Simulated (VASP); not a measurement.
The system is CaB2H2.

```
Ca B H
1.0
     3.47672    0.00000    0.00000
    -1.73836    3.01093    0.00000
     0.00000    0.00000    3.97929
Ca B H
1 2 2
Cartesian
  0.0000 0.0000 0.0000
  0.0000 2.0073 1.8418
  1.7384 1.0036 2.1375
  0.0000 2.0073 0.6015
  1.7384 1.0036 3.3777
```

Base run:

```yaml
Program: VASP 6.6.1
Functional: PBEsol
Potentials_or_basis: VASP PAW PBE potentials, release 64 (Ca_sv, B, H)
Cutoff: 520 eV
k_mesh: 6 × 6 × 5
Occupations: fermi-dirac, width 0.05 eV
Spin: no spin polarisation
```

Its results: band gap on the k mesh 0.06 eV, indirect (least direct gap 1.73 eV); pressure -3.3 GPa; largest force 0.146 eV/Å.

Problem. The run is repeated on the same cell with these changes: k mesh from 6 × 6 × 5 to 10 × 10 × 8. What comes out?

Solution. Band gap on the k mesh zero (band 9 reaches 4.84 eV, above the bottom of band 10 at 4.75 eV); pressure -3.3 GPa; largest force 0.143 eV/Å.

Caveats: the PAW data sets were made with another functional, which shifts forces and pressure a little.

A k mesh can miss the band edges.
